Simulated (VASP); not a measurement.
A run of VASP 6.6.1:

File POSCAR:

```
ZrCu
1.0
    3.1241102564      0.0000000000      0.0000000000
    0.0000000000      3.1241102564      0.0000000000
    0.0000000000      0.0000000000      3.1241102564
Zr Cu
1 1
Direct
    0.5000000000      0.5000000000      0.5000000000
    0.0000000000      0.0000000000      0.0000000000
```

File INCAR.step1:

```
SYSTEM = ZrCu
PREC = Accurate
ENCUT = 520
ISMEAR = -1
SIGMA = 0.1
LREAL = .False.
LASPH = .True.
NELM = 80
NBANDS = 18
GGA = PE
ALGO = Normal
EDIFF = 1E-4
LWAVE = .True.
LCHARG = .False.
```

INCAR.step2

```
SYSTEM = ZrCu
PREC = Accurate
ENCUT = 520
EDIFF = 1E-7
ISMEAR = -1
SIGMA = 0.1
LREAL = .False.
LASPH = .True.
NELM = 80
ALGO = Normal
ISIF = 2
LWAVE = .False.
LCHARG = .False.
METAGGA = R2SCAN
LMIXTAU = .True.
NBANDS = 18
ISTART = 1
```

Contents of KPOINTS:

```
Automatic mesh
0
Gamma
  10 10 10
  0 0 0
```

Potentials or basis: VASP PAW PBE potentials, release 64 (Zr_sv, Cu).

Run with:

```sh
$ cat potpaw_PBE.64/Zr_sv/POTCAR potpaw_PBE.64/Cu/POTCAR > POTCAR
$ cp INCAR.step1 INCAR
$ mpirun -np 1 vasp_std > vasp.out
$ cp INCAR.step2 INCAR
$ mpirun -np 1 vasp_std > vasp.out
```

Hardware: 1 thread of Intel(R) Xeon(R) 6975P-C (Granite Rapids), on a shared host.

Task: Estimate the wall time of this run.

Result: It took 33 s on 1 thread of Intel(R) Xeon(R) 6975P-C (Granite Rapids), with other jobs on the host, peak memory 0.16 GiB. Counts: k points 56.
